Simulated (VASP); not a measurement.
# TaN (P6_3mc) in VASP: further runs

The runs below take TaN through single point, with PBE.

All numbers are computed with VASP 6.6.1; they aren't measurements. Logs are shortened: lines on timing, memory, paths and dates and some standing lists are left out, and cuts for length are marked.

## (1) The cell of the first run

The structure is hexagonal, space group P6_3mc (No. 186). Conventional cell: a = 3.237 Å, b = 3.237 Å, c = 5.555 Å, α = 90.00°, β = 90.00°, γ = 120.00°. Within 2.4 Å of Ta (site symmetry 3m) lie 4 N at 1.80 to 2.11 Å. N (site symmetry 3m) has 4 Ta at 1.80 to 2.11 Å within 2.4 Å.

## (2) Single point, PBE (volume 12.601 Å^3 an atom, c/a of the conventional cell 1.7162)

INCAR reads:

```
SYSTEM = TaN
PREC = Accurate
ENCUT = 520
EDIFF = 1E-6
ISMEAR = 0
SIGMA = 0.15
LREAL = .FALSE.
LASPH = .TRUE.
NELM = 80
ALGO = Normal
ISIF = 2
LWAVE = .FALSE.
LCHARG = .FALSE.
GGA = PE
NBANDS = 24
```

KPOINTS reads:

```
Automatic mesh
0
G
  18 18 8
  0 0 0
```

POSCAR reads:

```
TaN
1.0
    3.2368468978      0.0000000000      0.0000000000
   -1.6184234489      2.8031916417      0.0000000000
    0.0000000000      0.0000000000      5.5550766461
Ta N
2 2
Direct
    0.3333333333      0.6666666667      0.0304880884
    0.6666666667      0.3333333333      0.5304880884
    0.3333333333      0.6666666667      0.3545119116
    0.6666666667      0.3333333333      0.8545119116
```

Potentials or basis: VASP PAW PBE potentials, release 64 (Ta_pv, N).

Command:

```sh
cat potpaw_PBE.64/Ta_pv/POTCAR potpaw_PBE.64/N/POTCAR > POTCAR
mpirun -np 1 vasp_std > vasp.out
```

OUTCAR:

```text
SYSTEM = TaN
   PREC = Accurate
   ENCUT = 520
   EDIFF = 1E-6
   ISMEAR = 0
   LREAL = .FALSE.
   LASPH = .TRUE.
   NELM = 80
   ISIF = 2
   GGA = PE

 ion  position               nearest neighbor table
   1  0.333  0.667  0.030-   3 1.80   4 2.11   4 2.11   4 2.11   2 3.35   2 3.35   2 3.35   2 3.35
                             2 3.35   2 3.35
   2  0.667  0.333  0.530-   4 1.80   3 2.11   3 2.11   3 2.11   1 3.35   1 3.35   1 3.35   1 3.35
                             1 3.35   1 3.35
   3  0.333  0.667  0.355-   1 1.80   2 2.11   2 2.11   2 2.11
   4  0.667  0.333  0.855-   2 1.80   1 2.11   1 2.11   1 2.11

  LATTYP: Found a hexagonal cell.
 ALAT       =     3.2368468978
 C/A-ratio  =     1.7162000000

  Lattice vectors:

 A1 = (   3.2368468978,   0.0000000000,   0.0000000000)
 A2 = (  -1.6184234489,   2.8031916417,   0.0000000000)
 A3 = (   0.0000000000,   0.0000000000,   5.5550766461)

Analysis of symmetry for initial positions (statically):
=====================================================================
 Subroutine PRICEL returns:
 Original cell was already a primitive cell.

 Routine SETGRP: Setting up the symmetry group for a
 hexagonal supercell.

 Subroutine GETGRP returns: Found 12 space group operations
 (whereof  6 operations were pure point group operations)
 out of a pool of 24 trial point group operations.

The static configuration has the point symmetry C_3v.
 The point group associated with its full space group is C_6v.

Analysis of symmetry for dynamics (positions and initial velocities):
=====================================================================
 Subroutine PRICEL returns:
 Original cell was already a primitive cell.

 Routine SETGRP: Setting up the symmetry group for a
 hexagonal supercell.

 Subroutine GETGRP returns: Found 12 space group operations
 (whereof  6 operations were pure point group operations)
 out of a pool of 24 trial point group operations.

The dynamic configuration has the point symmetry C_3v.
 The point group associated with its full space group is C_6v.

 Subroutine INISYM returns: Found 12 space group operations
 (whereof  6 operations are pure point group operations),
 and found     1 'primitive' translations

----------------------------------------------------------------------------------------

                                     Primitive cell

  volume of cell :      50.4040

  direct lattice vectors                    reciprocal lattice vectors
     3.236846898  0.000000000  0.000000000     0.308942632  0.178368112  0.000000000
    -1.618423449  2.803191642  0.000000000     0.000000000  0.356736223  0.000000000
     0.000000000  0.000000000  5.555076646     0.000000000  0.000000000  0.180015518

  length of vectors
     3.236846898  3.236846898  5.555076646     0.356736224  0.356736223  0.180015518

  position of ions in fractional coordinates (direct lattice)
     0.333333333  0.666666667  0.030488088
     0.666666667  0.333333333  0.530488088
     0.333333333  0.666666667  0.354511912
     0.666666667  0.333333333  0.854511912

  ion indices of the primitive-cell ions
   primitive index   ion index
                 1           1
                 2           2
                 3           3
                 4           4

----------------------------------------------------------------------------------------

 KPOINTS: Automatic mesh

Automatic generation of k-mesh.
 Grid dimensions read from file:
 generate k-points for:   18   18    8

 Generating k-lattice:

  Cartesian coordinates                     Fractional coordinates (reciprocal lattice)
     0.017163480  0.009909340  0.000000000     0.055555556 -0.000000000  0.000000000
     0.000000000  0.019818679  0.000000000     0.000000000  0.055555556  0.000000000
     0.000000000  0.000000000  0.022501940     0.000000000  0.000000000  0.125000000

  Length of vectors
     0.019818679  0.019818679  0.022501940

  Shift w.r.t. Gamma in fractional coordinates (k-lattice)
     0.000000000  0.000000000  0.000000000

 Subroutine IBZKPT returns following result:
 ===========================================

 Found    185 irreducible k-points:

 Following reciprocal coordinates:
            Coordinates               Weight
  0.000000  0.000000  0.000000      1.000000
  0.055556 -0.000000  0.000000      6.000000
  0.111111 -0.000000  0.000000      6.000000
  0.166667  0.000000  0.000000      6.000000
  0.222222  0.000000  0.000000      6.000000
  0.277778  0.000000  0.000000      6.000000
[... 16 lines left out ...]
  0.333333  0.111111  0.000000     12.000000
  0.388889  0.111111  0.000000     12.000000
 [... further k-points ...]
   k-points           NKPTS =    185   k-points in BZ     NKDIM =    185   number of bands    NBANDS=     24
   number of dos      NEDOS =    301   number of ions     NIONS =      4
   total plane-waves  NPLWV =  24192
   dimension x,y,z NGX =    24 NGY =   24 NGZ =   42
   dimension x,y,z NGXF=    48 NGYF=   48 NGZF=   84
   ions per type =               2   2
   NGX,Y,Z   is equivalent  to a cutoff of  12.33, 12.33, 12.57 a.u.
   NGXF,Y,Z  is equivalent  to a cutoff of  24.65, 24.65, 25.14 a.u.
 SYSTEM =  TaN
   PREC   = accura    normal or accurate (medium, high low for compatibility)
   ISTART =      0    job   : 0-new  1-cont  2-samecut
   ICHARG =      2    charge: 1-file 2-atom 10-const
   ISPIN  =      1    spin polarized calculation?
   LNONCOLLINEAR =      F non collinear calculations
   LSORBIT =      F    spin-orbit coupling
   LASPH  =      T    aspherical Exc in radial PAW
   ENCUT  =  520.0 eV  38.22 Ry    6.18 a.u.   6.02  6.02 10.33*2*pi/ulx,y,z
   NELM   =     80;   NELMIN=  2; NELMDL= -5     # of ELM steps
   EDIFF  = 0.1E-05   stopping-criterion for ELM
   LREAL  =      F    real-space projection
   EDIFFG = 0.1E-04   stopping-criterion for IOM
   NSW    =      0    number of steps for IOM
   IBRION =     -1    ionic relax: 0-MD 1-quasi-New 2-CG
   NFREE  =      0    steps in history (QN), initial steepest desc. (CG)
   ISIF   =      2    stress and relaxation
   ISYM   =      2    0-nonsym 1-usesym 2-fastsym
   POTIM  = 0.5000    time-step for ionic-motion
   TEBEG  =    0.0;   TEEND  =   0.0 temperature during run
   PSTRESS=    0.0 pullay stress
   NELECT =      32.0000    total number of electrons
   NUPDOWN=      -1.0000    fix difference up-down
   EMIN   =  10.00;   EMAX   =-10.00  energy-range for DOS
   EFERMI =   0.00;   METHOD = LEGACY
   ISMEAR =     0;   SIGMA  =   0.15  broadening in eV -4-tet -1-fermi 0-gaus
   EFERMI_NEDOS =   21; number of points for ismear=-14 and -15
   IALGO  =     38    algorithm
   IMIX   =      4    mixing-type and parameters
     AMIX     =   0.40;   BMIX     =  1.00
     AMIX_MAG =   1.60;   BMIX_MAG =  1.00
  volume/ion in A,a.u.               =      12.60        85.04
  Fermi-wavevector in a.u.,A,eV,Ry     =   1.407029  2.658900 26.935883  1.979732
  Thomas-Fermi vector in A             =   2.529330
   LORBIT       =      0    0 simple, 1 ext, 2 COOP (PROOUT), +10 PAW based schemes
   GGA     = PE    functional components
   LHFCALC =     F    Hartree Fock is set to
   AEXX    =    0.0000 exact exchange contribution
   IVDW    =     0    specifies the selected vdW correction
   LEPSILON=     F    determine dielectric tensor
   LRPA    =     F    only Hartree local field effects (RPA)
 non-spin polarized calculation
 Gauss-broadening in eV      SIGMA  =   0.15
  energy-cutoff  :      520.00
  volume of cell :       50.40
 maximum number of plane-waves:      1392
   NGX = 13   NGY = 13   NGZ = 21

 number of electron      32.0000011 magnetization

 Free energy of the ion-electron system (eV)
  ---------------------------------------------------
  ext. energy  EPLUGINS =         0.00000000
  ---------------------------------------------------
  free energy    TOTEN  =       -42.39195845 eV

  energy without entropy =      -42.38284907  energy(sigma->0) =      -42.38740376

 E-fermi :   6.8849     XC(G=0): -12.2802

 val. band max:        6.8805463191   @ k =   0.0556   0.0556   0.0000
 cond. band min:       6.8871162021   @ k =   0.0556   0.0556   0.3750
 fundamental gap:      0.0065698830
 Fermi energy:         6.8848723605

 k-point     1 :       0.0000    0.0000    0.0000
  band No.  band energies     occupation
      1     -28.9389      2.00000
      2     -28.3667      2.00000
      3     -28.0807      2.00000
      4     -28.0807      2.00000
      5     -28.0121      2.00000
      6     -28.0121      2.00000
[... 16 lines left out ...]
     23      12.0756      0.00000
     24      14.3106      0.00000

 k-point     2 :       0.0556   -0.0000    0.0000
  band No.  band energies     occupation
      1     -28.9333      2.00000
      2     -28.3685      2.00000
      3     -28.0936      2.00000
      4     -28.0844      2.00000
      5     -28.0261      2.00000
      6     -28.0144      2.00000
[... 16 lines left out ...]
     23      12.2958      0.00000
     24      14.2066      0.00000

 k-point     3 :       0.1111   -0.0000    0.0000
  band No.  band energies     occupation
      1     -28.9171      2.00000
      2     -28.3742      2.00000
      3     -28.1308      2.00000
      4     -28.0950      2.00000
      5     -28.0662      2.00000
      6     -28.0210      2.00000
[... 16 lines left out ...]
     23      12.8703      0.00000
     24      14.0232      0.00000

 k-point     4 :       0.1667    0.0000    0.0000
  band No.  band energies     occupation
      1     -28.8912      2.00000
      2     -28.3840      2.00000
      3     -28.1874      2.00000
      4     -28.1265      2.00000
      5     -28.1109      2.00000
      6     -28.0314      2.00000
[... 16 lines left out ...]
     23      13.6349      0.00000
     24      13.8155      0.00000

 k-point     5 :       0.2222    0.0000    0.0000
  band No.  band energies     occupation
      1     -28.8575      2.00000
      2     -28.3983      2.00000
      3     -28.2564      2.00000
      4     -28.1986      2.00000
      5     -28.1301      2.00000
      6     -28.0443      2.00000
[... 16 lines left out ...]
     23      13.4310      0.00000
     24      14.5950      0.00000

 k-point     6 :       0.2778    0.0000    0.0000
  band No.  band energies     occupation
      1     -28.8186      2.00000
      2     -28.4178      2.00000
      3     -28.3294      2.00000
      4     -28.2725      2.00000
      5     -28.1503      2.00000
      6     -28.0583      2.00000
[... 16 lines left out ...]
     23      12.9723      0.00000
     24      14.5228      0.00000
[... 379 lines left out ...]
 k-point    21 :       0.2222    0.1111    0.0000
  band No.  band energies     occupation
      1     -28.8056      2.00000
      2     -28.4247      2.00000
      3     -28.3300      2.00000
      4     -28.2931      2.00000
      5     -28.1624      2.00000
      6     -28.0813      2.00000
[... 16 lines left out ...]
     23      12.8626      0.00000
     24      14.4893      0.00000

 k-point    22 :       0.2778    0.1111    0.0000
  band No.  band energies     occupation
      1     -28.7652      2.00000
      2     -28.4509      2.00000
      3     -28.3905      2.00000
      4     -28.3449      2.00000
      5     -28.1881      2.00000
      6     -28.0983      2.00000
[... 16 lines left out ...]
     23      12.3223      0.00000
     24      13.9353      0.00000

 k-point    23 :       0.3333    0.1111    0.0000
  band No.  band energies     occupation
      1     -28.7265      2.00000
      2     -28.4820      2.00000
      3     -28.4383      2.00000
      4     -28.3837      2.00000
      5     -28.2089      2.00000
      6     -28.1120      2.00000
[... 16 lines left out ...]
     23      12.4308      0.00000
     24      13.5214      0.00000

 k-point    24 :       0.3889    0.1111    0.0000
  band No.  band energies     occupation
      1     -28.6958      2.00000
      2     -28.5097      2.00000
      3     -28.4690      2.00000
      4     -28.4072      2.00000
      5     -28.2223      2.00000
      6     -28.1210      2.00000
[... 16 lines left out ...]
     23      12.4292      0.00000
     24      13.5156      0.00000

 [... further k-points ...]

------------------------ aborting loop because EDIFF is reached ----------------------------------------

  FORCE on cell =-STRESS in cart. coord.  units (eV):
  Direction    XX          YY          ZZ          XY          YZ          ZX
  --------------------------------------------------------------------------------------
  -------------------------------------------------------------------------------------
  Total        0.7914408      0.7914408     22.5447671      0.0000000      0.0000000      0.0000000
  in kB       25.1572987     25.1572987    716.6239722      0.0000000      0.0000000      0.0000000
  external PRESSURE =     255.6461899 kB  Pullay stress =       0.0000000 kB

 VOLUME and BASIS-vectors are now :
 -----------------------------------------------------------------------------
  energy-cutoff  :      520.00
  volume of cell :       50.40
      direct lattice vectors                 reciprocal lattice vectors
     3.236846898  0.000000000  0.000000000     0.308942632  0.178368112  0.000000000
    -1.618423449  2.803191642  0.000000000     0.000000000  0.356736223  0.000000000
     0.000000000  0.000000000  5.555076646     0.000000000  0.000000000  0.180015518

 POSITION                                       TOTAL-FORCE (eV/Angst)
 -----------------------------------------------------------------------------------
     -0.00000      1.86879      0.16936         0.000000     -0.000000     -4.202147
      1.61842      0.93440      2.94690        -0.000000      0.000000     -4.202147
     -0.00000      1.86879      1.96934         0.000000      0.000000      4.202147
      1.61842      0.93440      4.74688        -0.000000      0.000000      4.202147
 -----------------------------------------------------------------------------------
    total drift:                               -0.000000      0.000000      0.002433

  FREE ENERGIE OF THE ION-ELECTRON SYSTEM (eV)
  ---------------------------------------------------
  free  energy   TOTEN  =       -42.3919584468 eV

  energy  without entropy=      -42.3828490715  energy(sigma->0) =      -42.38740376
```

Run time: 54 s. Hardware: 1 thread of Intel Xeon 6975P-C (Granite Rapids), shared host; peak memory 0.31 GiB.

What came out:

```yaml
Free_energy: -42.3920 eV
Pressure: 25.6 GPa
Largest_force: 4.202 eV/Å
Band_gap_on_the_k_mesh: zero (band 16 reaches 7.50 eV, above the bottom of band 17 at 6.59 eV)
```

Forces on the atoms (eV/Å):
```
Ta   0.000  0.000 -4.202
Ta   0.000  0.000 -4.202
N    0.000  0.000  4.202
N    0.000  0.000  4.202
```

Levels at points of the mesh, in eV from the Fermi level:
```
           k point  band 12  band 13  band 14  band 15  band 16  band 17  band 18  band 19  band 20  band 21
(0.00, 0.00, 0.00)    -6.27    -5.01    -5.01    -1.13    -0.60    -0.30    -0.30     1.95     1.95     3.33
(0.50, 0.00, 0.00)    -6.00    -4.91    -3.99    -2.42    -0.27     1.75     2.22     2.71     2.94     3.46
(0.00, 0.00, 0.50)    -5.75    -5.75    -5.75     0.62     0.62     0.97     0.97     0.97     0.97     4.88
(0.50, 0.00, 0.50)    -5.68    -5.45    -5.45    -0.47    -0.47     2.00     2.00     2.98     2.98     4.63
```

Caveat: spin-orbit coupling is left out, which moves the levels of the heavy elements; forces of over 1 eV/Å act on the atoms, so gaps and moduli don't describe the material at rest.

## (3) Single point, PBE (volume 12.601 Å^3 an atom, c/a of the conventional cell 2.1843)

INCAR reads:

```
PREC = Accurate
ENCUT = 520
EDIFF = 1E-6
ISMEAR = 0
SIGMA = 0.15
LREAL = False
LASPH = True
NELM = 100
ALGO = Normal
ISIF = 2
LWAVE = False
LCHARG = False
GGA = PE
NBANDS = 24
```

KPOINTS reads:

```
regular mesh
0
Gamma
  18 18 8
```

POSCAR reads:

```
TaN
1.0
    2.9868083846      0.0000000000      0.0000000000
   -1.4934041923      2.5866519373      0.0000000000
    0.0000000000      0.0000000000      6.5240855544
Ta N
2 2
Direct
    0.3333333333      0.6666666667      0.0304880884
    0.6666666667      0.3333333333      0.5304880884
    0.3333333333      0.6666666667      0.3545119116
    0.6666666667      0.3333333333      0.8545119116
```

Potentials or basis: VASP PAW PBE potentials, release 64 (Ta_pv, N).

Command:

```sh
cat potpaw_PBE.64/Ta_pv/POTCAR potpaw_PBE.64/N/POTCAR > POTCAR
mpirun -np 1 vasp_std > vasp.out
```

Run time: 65 s. Hardware: 1 thread of Intel Xeon 6975P-C (Granite Rapids), shared host; peak memory 0.32 GiB.

It converged, with:

| Property | Result |
| --- | --- |
| Free energy | -42.7709 eV |
| Pressure | 8.1 GPa |
| Largest force | 1.833 eV/Å |

Forces in eV/Å, atoms in the order of the input:
```
Ta   0.000  0.000  1.833
Ta   0.000  0.000  1.833
N    0.000  0.000 -1.833
N    0.000  0.000 -1.833
```

Stress tensor (GPa, compression positive):
```
 22.58   0.00   0.00
  0.00  22.58   0.00
  0.00   0.00 -20.92
```

Levels at points of the mesh, in eV from the Fermi level:
```csv
k point,band 14,band 15,band 16,band 17,band 18,band 19
"(0.00, 0.00, 0.00)",-3.88,-0.90,-0.29,0.84,0.84,2.36
"(0.50, 0.00, 0.00)",-3.23,-2.20,-0.36,0.90,2.14,3.44
"(0.00, 0.00, 0.50)",-4.19,-0.09,-0.09,1.43,1.43,1.43
"(0.50, 0.00, 0.50)",-4.07,-1.10,-1.10,1.40,1.40,4.34
```

Caveat: spin-orbit coupling is left out, which moves the levels of the heavy elements; forces of over 1 eV/Å act on the atoms, so gaps and moduli don't describe the material at rest.
